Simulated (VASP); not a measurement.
Wanted: the native input for a VASP 6.6.1 run.

```yaml
Task: electric field gradients
Functional: LDA
Potentials_or_basis: VASP PAW LDA potentials, release 64 (Li_sv, Se)
Cutoff: 650 eV
k_mesh: 9 × 9 × 9
Occupations: fermi-dirac, width 0.03 eV
Spin: no spin polarisation
Dipole_correction: no
Further_INCAR_settings: ALGO = Normal; EDIFF = 1e-08; NBANDS = 13
```

The structure of Li2Se lies in POSCAR:

```
Li2Se
1.0
    0.0000000000      3.0124751563      3.0124751563
    3.0124751563      0.0000000000      3.0124751563
    3.0124751563      3.0124751563      0.0000000000
Li Se
2 1
Direct
    0.2500000000      0.2500000000      0.2500000000
    0.7500000000      0.7500000000      0.7500000000
    0.0000000000      0.0000000000      0.0000000000
```

This cell differs from its parent crystal: volume scaled by 1.01.

The input as run:

INCAR

```
SYSTEM = Li2Se
PREC     = Accurate       ! precision mode
ENCUT    = 650            ! plane-wave cutoff, eV
EDIFF    = 1E-8           ! SCF threshold, eV
ISMEAR   = -1             ! smearing method
SIGMA    = 0.03           ! smearing width, eV
LREAL    = .False.        ! projectors in reciprocal space
LASPH    = .True.         ! aspherical terms in the spheres
NELM     = 120            ! most SCF steps
ALGO     = Normal         ! electronic algorithm
ISIF     = 2              ! what is computed and relaxed
LWAVE    = .False.        ! write WAVECAR
LCHARG   = .False.        ! write CHGCAR
GGA      = CA             ! functional
LEFG     = .True.       
NBANDS   = 13             ! bands
GGA_COMPAT= .False.
```

KPOINTS

```
regular mesh
0
Gamma
  9 9 9
  0 0 0
```

Potentials or basis: VASP PAW LDA potentials, release 64 (Li_sv, Se).

Run with:

```sh
$ cat potpaw_LDA.64/Li_sv/POTCAR potpaw_LDA.64/Se/POTCAR > POTCAR
$ mpirun -np 1 vasp_std > vasp.out
```

Results of the run:

| Item | Value |
| --- | --- |
| Pressure | -2.9 GPa |
| Band gap on the k mesh | 2.90 eV, indirect (least direct gap 3.17 eV) |

Caveat: without QUAD_EFG the Cq values of the log hold for a quadrupole moment of 1 mb, not for the nuclei.

It took 20 s on 1 thread of Intel(R) Xeon(R) 6975P-C (Granite Rapids), with other jobs on the host, peak memory 0.17 GiB.
